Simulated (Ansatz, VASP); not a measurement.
**Ta4O in VASP and in Ansatz**

File INCAR:

```
SYSTEM = Ta4O
PREC = Accurate
ENCUT = 520
EDIFF = 1E-7
ISMEAR = 0
SIGMA = 0.15
LREAL = .False.
LASPH = .True.
NELM = 80
ALGO = Normal
ISIF = 2
LWAVE = .False.
LCHARG = .False.
GGA = PE
NBANDS = 33
```

File KPOINTS:

```
regular mesh
0
Gamma
  14 14 8
  0 0 0
```

POSCAR

```
Ta4O
1.0
    3.2547070451      0.0000000000      0.0000000000
    0.0000000000      3.2547070451      0.0000000000
    0.0000000000      0.0000000000      7.0256173275
Ta O
4 1
Direct
    0.0000000000      0.0000000000      0.5000000000
    0.5000000000      0.5000000000      0.7829127297
    0.5000000000      0.5000000000      0.2170872703
    0.0000000000      0.0000000000      0.0000000000
    0.5000000000      0.5000000000      0.5000000000
```

Input for Ansatz:

```yaml
crystal:
  lattice:
    - [3.2547070451, 0.0, 0.0]
    - [0.0, 3.2547070451, 0.0]
    - [0.0, 0.0, 7.0256173275]
  atoms:
    - { symbol: Ta, position: [0.0, 0.0, 0.5] }
    - { symbol: Ta, position: [0.5, 0.5, 0.7829127297] }
    - { symbol: Ta, position: [0.5, 0.5, 0.2170872703] }
    - { symbol: Ta, position: [0.0, 0.0, 0.0] }
    - { symbol: O, position: [0.5, 0.5, 0.5] }
basis:
  ecutwfc: 420
kpoints:
  mp_grid: { grid: [14, 14, 8] }
hamiltonian:
  xc: pbe
scf:
  occupations: { method: gaussian, width: 0.15 }
output:
  forces: true
  stress: true
  eigenvalues: true
```

Change from the starting cell: strain -0.0500 x Voigt [0, 0, 1, 0, 0, 0], atoms carried along.

Alike in both runs: task single point; functional PBE; k mesh 14 × 14 × 8; occupations gaussian, width 0.15 eV; no spin polarisation.

|  | VASP | Ansatz |
| --- | --- | --- |
| version | VASP 6.6.1 | Ansatz 0.2.0 |
| potentials or method | VASP PAW PBE potentials, release 64 (Ta_pv, O), cutoff 520 eV | scalar-relativistic, plane waves, PAW |
| valence electrons in the cell | 50 | 58 |

Ansatz gave:

| Property | Result |
| --- | --- |
| gap on the k mesh at the Fermi level (eV) | none |
| pressure (GPa) | 15.3 |
| traceless stress, the component that is largest in VASP (GPa) | 12.20 |
| rms of the force components (eV/Å) | 0.340 |

Question: Estimate VASP's values.

Answer: gap on the k mesh at the Fermi level (eV): none; pressure (GPa): 15.7; traceless stress, the component that is largest in VASP (GPa): 12.44; rms of the force components (eV/Å): 0.361.

Atom by atom the forces differ by 0.021 eV/Å (rms over components). A gap of «none» marks a metal or a gap that the smearing closes. With one functional, cell and mesh, what is left measures potentials, basis and numerics. VASP's potentials hold 50 valence electrons a cell and Ansatz's 58, so a difference there can come from the potentials and not from the codes.

Spin-orbit coupling is off throughout.
